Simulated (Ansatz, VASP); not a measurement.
# One calculation of KCl, two programs

INCAR

```
  PREC = Accurate
  ENCUT = 520
  EDIFF = 1E-7
  ISMEAR = 0
  SIGMA = 0.1
  LREAL = F
  LASPH = T
  NELM = 150
  ALGO = Normal
  ISIF = 2
  LWAVE = F
  LCHARG = F
  ISPIN = 2
  MAGMOM = 0.5 0
  LORBIT = 11
  GGA = B5
  ALDAX = 1.0
  AGGAX = 1.0
  AGGAC = 1.0
  ALDAC = 0.0
  IVDW = 12
  VDW_S6 = 1.0
  VDW_S8 = 2.6996
  VDW_A1 = 0.4298
  VDW_A2 = 4.2359
  NBANDS = 19
```

KPOINTS

```
regular mesh
0
Gamma
  7 7 7
```

POSCAR

```
KCl
1.0
    0.0000000000      3.1464700000      3.1464700000
    3.1464700000      0.0000000000      3.1464700000
    3.1464700000      3.1464700000      0.0000000000
K Cl
1 1
Direct
    0.0000000000      0.0000000000      0.0000000000
    0.5000000000      0.5000000000      0.5000000000
```

input.yaml

```yaml
crystal:
  lattice:
    - [0.0, 3.14647, 3.14647]
    - [3.14647, 0.0, 3.14647]
    - [3.14647, 3.14647, 0.0]
  atoms:
    - { symbol: K, position: [0.0, 0.0, 0.0], spin: 0.5 }
    - { symbol: Cl, position: [0.5, 0.5, 0.5] }
kpoints:
  mp_grid: { grid: [7, 7, 7] }
scf:
  occupations: { method: gaussian, width: 0.1 }
hamiltonian:
  xc: blyp
  dispersion: d3bj
  pseudopotentials: { kind: all_electron, lapw: { basis_error: 0.001 } }
magnetization:
  spin_polarized: true
output:
  forces: true
  stress: true
  eigenvalues: true
```

Alike in both runs: task single point; functional BLYP; dispersion D3(BJ); k mesh 7 × 7 × 7; occupations gaussian, width 0.1 eV; collinear spin.

|  | VASP | Ansatz |
| --- | --- | --- |
| version | VASP 6.6.1 | Ansatz 0.2.0 |
| potentials or method | VASP PAW PBE potentials, release 64 (K_sv, Cl), cutoff 520 eV | all-electron LAPW, scalar-relativistic |

VASP gave:

* gap on the k mesh at the Fermi level (eV): 5.18
* least direct gap on the mesh (eV): 5.18
* pressure (GPa): -0.8
* net moment per atom (μB): 0.00

What did Ansatz give for the same quantities?

gap on the k mesh at the Fermi level (eV): 5.18; least direct gap on the mesh (eV): 5.18; pressure (GPa): -0.7; net moment per atom (μB): 0.00.

VASP's potentials were made for PBE, not for BLYP. Ansatz ran all-electron here, and VASP with PAW potentials.
